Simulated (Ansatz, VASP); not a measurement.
One calculation of ZnO, two programs

The input INCAR:

```
SYSTEM = ZnO
AGGAC = 1.0
AGGAX = 1.0
ALDAC = 0.0
ALDAX = 1.0
ALGO = Normal
EDIFF = 1E-6
ENCUT = 1340
GGA = B5
GGA_COMPAT = .FALSE.
ISIF = 2
ISMEAR = -1
LASPH = .TRUE.
LCHARG = .FALSE.
LREAL = .FALSE.
LWAVE = .FALSE.
NBANDS = 26
NELM = 120
PREC = Accurate
SIGMA = 0.05
```

Contents of KPOINTS:

```
k-points
0
G
  5 5 3
  0 0 0
```

Contents of POSCAR:

```
ZnO
1.0
    3.2493080000      0.0000000000      0.0000000000
   -1.6246540000      2.8139832727      0.0000000000
    0.0000000000      0.0000000000      5.2057090000
Zn O
2 2
Direct
    0.6666666667      0.3333333333      0.0000000000
    0.3333333333      0.6666666667      0.5000000000
    0.3333333333      0.6666666667      0.8790100000
    0.6666666667      0.3333333333      0.3790100000
```

input.yaml

```yaml
crystal:
  lattice:
    - [3.249308, 0.0, 0.0]
    - [-1.624654, 2.8139832727, 0.0]
    - [0.0, 0.0, 5.205709]
  atoms:
    - { symbol: Zn, position: [0.6666666667, 0.3333333333, 0.0] }
    - { symbol: Zn, position: [0.3333333333, 0.6666666667, 0.5] }
    - { symbol: O, position: [0.3333333333, 0.6666666667, 0.87901] }
    - { symbol: O, position: [0.6666666667, 0.3333333333, 0.37901] }
hamiltonian:
  xc: blyp
  pseudopotentials: { kind: paw }
kpoints:
  mp_grid: { grid: [5, 5, 3] }
  band_path:
    path:
      - [[0.0, 0.0, 0.0], [0.5, 0.0, 0.0], [0.3333333333, 0.3333333333, 0.0], [0.0, 0.0, 0.0], [0.0, 0.0, 0.5], [0.5, 0.0, 0.5], [0.3333333333, 0.3333333333, 0.5], [0.0, 0.0, 0.5]]
      - [[0.5, 0.0, 0.5], [0.5, 0.0, 0.0]]
      - [[0.3333333333, 0.3333333333, 0.0], [0.3333333333, 0.3333333333, 0.5]]
    npoints: 14
scf:
  occupations: { method: fermi_dirac, width: 0.05 }
  n_extra_bands: 10
output:
  forces: true
  stress: true
  eigenvalues: true
  fatbands: false
  write_density: true
  write_potential: true
  elf: true
  volumetric_format: npy
```

Alike in both runs: functional BLYP; k mesh 5 × 5 × 3; occupations fermi-dirac, width 0.05 eV; no spin polarisation.

|  | VASP | Ansatz |
| --- | --- | --- |
| version | VASP 6.6.1 | Ansatz 0.2.0 |
| potentials or method | VASP PAW PBE potentials, release 64 (Zn, O_h) | Ansatz PAW |
| plane-wave cutoff (eV) | 1340 | 420 |
| valence electrons in the cell | 36 | 36 |
| task | single point | band structure |

VASP gave:

| Quantity | Value |
| --- | --- |
| gap on the k mesh at the Fermi level (eV) | 0.96 |
| least direct gap on the mesh (eV) | 0.96 |
| pressure (GPa) | 10.3 |
| traceless stress, the component that is largest in VASP (GPa) | 1.31 |
| rms of the force components (eV/Å) | 0.042 |

Problem. Estimate Ansatz's values.

Solution. gap on the k mesh at the Fermi level (eV): 0.95; least direct gap on the mesh (eV): 0.95; pressure (GPa): 9.4; traceless stress, the component that is largest in VASP (GPa): 1.28; rms of the force components (eV/Å): 0.040.

VASP's potentials were made for PBE, not for BLYP. Atom by atom the forces differ by 0.003 eV/Å (rms over components). With one functional, cell and mesh, what is left measures potentials, basis and numerics.

The k mesh is coarse, so the values compare programs but aren't converged.
